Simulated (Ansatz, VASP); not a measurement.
## Hf: VASP beside Ansatz

```
CELL_PARAMETERS angstrom
-1.82875 1.82875 1.82875
1.82875 -1.82875 1.82875
1.82875 1.82875 -1.82875
ATOMIC_POSITIONS crystal
Hf 0.00000 0.00000 0.00000
```

Change from the starting cell: volume scaled by 1.04.

Alike in both runs: task single point; functional PBE; k mesh 14 × 14 × 14; occupations fermi-dirac, width 0.05 eV; no spin polarisation.

```csv
,VASP,Ansatz
version,VASP 6.6.1,Ansatz 0.2.0
potentials or method,"VASP PAW PBE potentials, release 64 (Hf_pv), cutoff 520 eV","all-electron LAPW, scalar-relativistic"
```

VASP gave:

| Property | Result |
| --- | --- |
| pressure (GPa) | -8.3 |

Problem. Estimate Ansatz's values.

Solution. Pressure (GPa): -7.9.

Ansatz ran all-electron here, and VASP with PAW potentials.

Neither program's run includes spin-orbit coupling.
